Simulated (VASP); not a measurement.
# Ge (Cmcm) in VASP: notebook

The runs below take Ge through single point, with LDA.

Everything below comes from runs of VASP 6.6.1. Logs are shortened: lines on timing, memory, paths and dates and some standing lists are left out, and cuts for length are marked.

## 1. The cell of the first run

The structure is orthorhombic, space group Cmcm (No. 63). Conventional cell: a = 2.976 Å, b = 5.189 Å, c = 4.728 Å, α = 90.00°, β = 90.00°, γ = 90.00°. Ge (site symmetry m2m) has 12 Ge at 2.92 to 2.99 Å within 3.9 Å.

## 2. Single point, LDA

Input file INCAR:

```
ALGO = Normal
EDIFF = 1E-6
ENCUT = 520
GGA = CA
ISIF = 2
ISMEAR = -1
LASPH = True
LCHARG = True
LELF = True
LREAL = False
LVHAR = True
LWAVE = False
NBANDS = 21
NELM = 80
PREC = Accurate
SIGMA = 0.05
```

Input file KPOINTS:

```
k-points
0
Gamma
  10 10 6
```

Input file POSCAR:

```
Ge
1.0
    1.4880529250     -2.5946896100      0.0000000000
    1.4880529250      2.5946896100      0.0000000000
    0.0000000000      0.0000000000      4.7275957900
Ge
2
Direct
    0.3334466300      0.6665533700      0.2500000000
    0.6665533700      0.3334466300      0.7500000000
```

Potentials or basis: VASP PAW LDA potentials, release 64 (Ge_d).

The run is started by

```console
$ cat potpaw_LDA.64/Ge_d/POTCAR > POTCAR
$ mpirun -np 1 vasp_std > vasp.out
```

OUTCAR:

```text
EDIFF = 1E-6
   ENCUT = 520
   GGA = CA
   ISIF = 2
   ISMEAR = -1
   LASPH = True
   LREAL = False
   NELM = 80
   PREC = Accurate

 ion  position               nearest neighbor table
   1  0.333  0.667  0.250-
   2  0.667  0.333  0.750-

  LATTYP: Found a base centered orthorhombic cell.
 ALAT       =     2.9761058500
 B/A-ratio  =     1.7436809984
 C/A-ratio  =     1.5885173540

  Lattice vectors:

 A1 = (   1.4880529250,  -2.5946896100,   0.0000000000)
 A2 = (   1.4880529250,   2.5946896100,   0.0000000000)
 A3 = (   0.0000000000,   0.0000000000,   4.7275957900)

Analysis of symmetry for initial positions (statically):
=====================================================================
 Subroutine PRICEL returns:
 Original cell was already a primitive cell.

 Routine SETGRP: Setting up the symmetry group for a
 base centered orthorhombic supercell.

 Subroutine GETGRP returns: Found  8 space group operations
 (whereof  4 operations were pure point group operations)
 out of a pool of  8 trial point group operations.

The static configuration has the point symmetry C_2h.
 The point group associated with its full space group is D_2h.

Analysis of symmetry for dynamics (positions and initial velocities):
=====================================================================
 Subroutine PRICEL returns:
 Original cell was already a primitive cell.

 Routine SETGRP: Setting up the symmetry group for a
 base centered orthorhombic supercell.

 Subroutine GETGRP returns: Found  8 space group operations
 (whereof  4 operations were pure point group operations)
 out of a pool of  8 trial point group operations.

The dynamic configuration has the point symmetry C_2h.
 The point group associated with its full space group is D_2h.

 Subroutine INISYM returns: Found  8 space group operations
 (whereof  4 operations are pure point group operations),
 and found     1 'primitive' translations

----------------------------------------------------------------------------------------

                                     Primitive cell

  volume of cell :      36.5068

  direct lattice vectors                    reciprocal lattice vectors
     1.488052925 -2.594689610  0.000000000     0.336009554 -0.192701277  0.000000000
     1.488052925  2.594689610  0.000000000     0.336009554  0.192701277  0.000000000
[... 75 lines left out ...]
 SYSTEM =  unknown system
   PREC   = accura    normal or accurate (medium, high low for compatibility)
   ISTART =      0    job   : 0-new  1-cont  2-samecut
   ICHARG =      2    charge: 1-file 2-atom 10-const
   ISPIN  =      1    spin polarized calculation?
   LNONCOLLINEAR =      F non collinear calculations
   LSORBIT =      F    spin-orbit coupling
   LASPH  =      T    aspherical Exc in radial PAW
   ENCUT  =  520.0 eV  38.22 Ry    6.18 a.u.   5.56  5.56  8.79*2*pi/ulx,y,z
   NELM   =     80;   NELMIN=  2; NELMDL= -5     # of ELM steps
   EDIFF  = 0.1E-05   stopping-criterion for ELM
   LREAL  =      F    real-space projection
   EDIFFG = 0.1E-04   stopping-criterion for IOM
   NSW    =      0    number of steps for IOM
   IBRION =     -1    ionic relax: 0-MD 1-quasi-New 2-CG
   NFREE  =      0    steps in history (QN), initial steepest desc. (CG)
   ISIF   =      2    stress and relaxation
   ISYM   =      2    0-nonsym 1-usesym 2-fastsym
   POTIM  = 0.5000    time-step for ionic-motion
   TEBEG  =    0.0;   TEEND  =   0.0 temperature during run
   PSTRESS=    0.0 pullay stress
   NELECT =      28.0000    total number of electrons
   NUPDOWN=      -1.0000    fix difference up-down
   EMIN   =  10.00;   EMAX   =-10.00  energy-range for DOS
   EFERMI =   0.00;   METHOD = LEGACY
   ISMEAR =    -1;   SIGMA  =   0.05  broadening in eV -4-tet -1-fermi 0-gaus
   EFERMI_NEDOS =   21; number of points for ismear=-14 and -15
   IALGO  =     38    algorithm
   IMIX   =      4    mixing-type and parameters
     AMIX     =   0.40;   BMIX     =  1.00
     AMIX_MAG =   1.60;   BMIX_MAG =  1.00
  volume/ion in A,a.u.               =      18.25       123.18
  Fermi-wavevector in a.u.,A,eV,Ry     =   1.498544  2.831837 30.553703  2.245634
  Thomas-Fermi vector in A             =   2.610289
   LORBIT       =      0    0 simple, 1 ext, 2 COOP (PROOUT), +10 PAW based schemes
   GGA     = CA    functional components
   LHFCALC =     F    Hartree Fock is set to
   AEXX    =    0.0000 exact exchange contribution
   IVDW    =     0    specifies the selected vdW correction
   LEPSILON=     F    determine dielectric tensor
   LRPA    =     F    only Hartree local field effects (RPA)
 non-spin polarized calculation
  energy-cutoff  :      520.00
  volume of cell :       36.51
 maximum number of plane-waves:      1014
 NGX is ok and might be reduce to    24
   NGX = 11   NGY = 11   NGZ = 17

 number of electron      28.0000012 magnetization

 Free energy of the ion-electron system (eV)
  ---------------------------------------------------
  ext. energy  EPLUGINS =         0.00000000
  ---------------------------------------------------
  free energy    TOTEN  =        -9.79163410 eV

  energy without entropy =       -9.78329099  energy(sigma->0) =       -9.78746255

 E-fermi :   6.7720     XC(G=0): -11.7458

 val. band max:        6.7539573029   @ k =   0.5000   0.2000   0.5000
 cond. band min:       6.7768214414   @ k =   0.3000   0.2000   0.1667
 fundamental gap:      0.0228641384
 Fermi energy:         6.7720080715

 k-point     1 :       0.0000    0.0000    0.0000
  band No.  band energies     occupation
      1     -17.9513      2.00000
      2     -17.9418      2.00000
      3     -17.9393      2.00000
      4     -17.9381      2.00000
      5     -17.9326      2.00000
      6     -17.9294      2.00000
[... 565 lines left out ...]
     20      22.4782      0.00000
     21      23.0842      0.00000

 [... further k-points ...]
[... 5 lines left out ...]
  --------------------------------------------------------------------------------------
  -------------------------------------------------------------------------------------
  Total       -0.4819090     -0.4363263      0.0656055      0.0000000     -0.0000000      0.0000000
  in kB      -21.1495674    -19.1490752      2.8792329      0.0000000     -0.0000000      0.0000000
  external PRESSURE =     -12.4731366 kB  Pullay stress =       0.0000000 kB

 VOLUME and BASIS-vectors are now :
 -----------------------------------------------------------------------------
  energy-cutoff  :      520.00
  volume of cell :       36.51
      direct lattice vectors                 reciprocal lattice vectors
     1.488052925 -2.594689610  0.000000000     0.336009554 -0.192701277  0.000000000
     1.488052925  2.594689610  0.000000000     0.336009554  0.192701277  0.000000000
     0.000000000  0.000000000  4.727595790     0.000000000  0.000000000  0.211524006

 POSITION                                       TOTAL-FORCE (eV/Angst)
 -----------------------------------------------------------------------------------
      1.48805      0.86431      1.18190         0.000000      0.000234      0.000000
      1.48805     -0.86431      3.54570         0.000000     -0.000234      0.000000
 -----------------------------------------------------------------------------------
    total drift:                                0.000000     -0.000000      0.000000

  FREE ENERGIE OF THE ION-ELECTRON SYSTEM (eV)
  ---------------------------------------------------
  free  energy   TOTEN  =        -9.7916341009 eV

  energy  without entropy=       -9.7832909918  energy(sigma->0) =       -9.78746255
```

OSZICAR:

```text
N       E                     dE             d eps       ncg     rms          rms(c)
DAV:   1     0.172347978633E+03    0.17235E+03   -0.14334E+04  6010   0.379E+03
DAV:   2     0.132031945684E+02   -0.15914E+03   -0.15412E+03  5268   0.574E+02
DAV:   3    -0.920122143378E+01   -0.22404E+02   -0.22153E+02  5824   0.130E+02
DAV:   4    -0.981956830569E+01   -0.61835E+00   -0.61791E+00  5891   0.248E+01
DAV:   5    -0.982853077053E+01   -0.89625E-02   -0.89622E-02  5956   0.324E+00    0.173E+00
DAV:   6    -0.980271673728E+01    0.25814E-01   -0.22330E-02  7087   0.224E+00    0.926E-01
DAV:   7    -0.979202468780E+01    0.10692E-01   -0.13098E-02  7130   0.131E+00    0.879E-02
DAV:   8    -0.979163401250E+01    0.39068E-03   -0.10140E-03  6157   0.564E-01    0.286E-02
DAV:   9    -0.979163397448E+01    0.38022E-07   -0.23079E-05  5952   0.593E-02    0.928E-03
DAV:  10    -0.979163410086E+01   -0.12638E-06   -0.10871E-06  4720   0.850E-03
   1 F= -.97916341E+01 E0= -.97874625E+01  d E =-.834311E-02
```

It took 22 s on 1 thread of Intel Xeon 6975P-C (Granite Rapids), shared host; peak memory 0.18 GiB.

Results:

- Free energy: -9.7916 eV
- Pressure: -1.2 GPa
- Band gap on the k mesh: zero (band 14 reaches 13.44 eV, above the bottom of band 15 at 4.58 eV)

Levels at points of the mesh, in eV from the Fermi level:
```tsv
k point	band 11	band 12	band 13	band 14	band 15	band 16	band 17	band 18
(0.00, 0.00, 0.00)	-13.35	-7.51	-5.48	6.53	6.64	8.60	8.72	9.97
(0.50, 0.00, 0.00)	-8.45	-7.10	-2.31	-1.26	-0.86	1.49	2.41	6.54
(0.50, 0.50, 0.00)	-8.53	-7.14	-2.35	-1.29	-0.93	1.45	2.57	6.68
(0.00, 0.00, 0.50)	-11.68	-11.68	1.86	1.86	7.65	7.65	7.76	7.76
(0.50, 0.00, 0.50)	-7.03	-7.03	-4.89	-4.89	4.07	4.07	5.02	5.02
(0.50, 0.50, 0.50)	-7.10	-7.10	-4.91	-4.91	4.22	4.22	5.03	5.03
```

(Continued in part 2 of 2.)
